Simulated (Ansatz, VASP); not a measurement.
**CuO: VASP beside Ansatz**

File INCAR:

```
ALGO = Normal ; EDIFF = 1E-7
ENCUT = 520 ; GGA = PE
ISIF = 2 ; ISMEAR = 0
LASPH = T ; LCHARG = F
LREAL = F ; LWAVE = F
NBANDS = 25 ; NELM = 100
PREC = Accurate ; SIGMA = 0.026000000000000002
```

Contents of KPOINTS:

```
k-points
0
Gamma
  10 10 5
```

The input POSCAR:

```
CuO
1.0
    2.3418500000     -1.7113000000      0.0000000000
    2.3418500000      1.7113000000      0.0000000000
   -0.8500274268      0.0000000000      5.0578693947
Cu O
2 2
Direct
    0.5000000000      0.0000000000      0.5000000000
    0.0000000000      0.5000000000      0.0000000000
    0.4184000000      0.5816000000      0.7500000000
    0.5816000000      0.4184000000      0.2500000000
```

input.yaml

```yaml
crystal:
  lattice:
    - [2.34185, -1.7113, 0.0]
    - [2.34185, 1.7113, 0.0]
    - [-0.8500274268, 0.0, 5.0578693947]
  atoms:
    - { symbol: Cu, position: [0.5, 0.0, 0.5] }
    - { symbol: Cu, position: [0.0, 0.5, 0.0] }
    - { symbol: O, position: [0.4184, 0.5816, 0.75] }
    - { symbol: O, position: [0.5816, 0.4184, 0.25] }
hamiltonian:
  xc: pbe
  pseudopotentials: { kind: paw }
kpoints:
  mp_grid: { grid: [10, 10, 5] }
scf:
  occupations: { method: gaussian, width: 0.026 }
output:
  forces: true
  stress: true
  eigenvalues: true
```

Alike in both runs: task single point; functional PBE; k mesh 10 × 10 × 5; occupations gaussian, width 0.026 eV; no spin polarisation.

|  | VASP | Ansatz |
| --- | --- | --- |
| version | VASP 6.6.1 | Ansatz 0.2.0 |
| potentials or method | VASP PAW PBE potentials, release 64 (Cu, O) | Ansatz PAW |
| plane-wave cutoff (eV) | 520 | 420 |
| valence electrons in the cell | 34 | 50 |

```tsv
	VASP	Ansatz	Ansatz less VASP
gap on the k mesh at the Fermi level (eV)	none	none	-
pressure (GPa)	6.3	5.7	-0.66
traceless stress, the component that is largest in VASP (GPa)	-1.34	-1.28	+0.063
rms of the force components (eV/Å)	0.089	0.107	+0.0177
```

Atom by atom the forces differ by 0.018 eV/Å (rms over components). A gap of «none» marks a metal or a gap that the smearing closes. The functional is the same, so the differences come from potentials, cutoffs and numerics. VASP's potentials hold 34 valence electrons a cell and Ansatz's 50, so a difference there can come from the potentials and not from the codes.
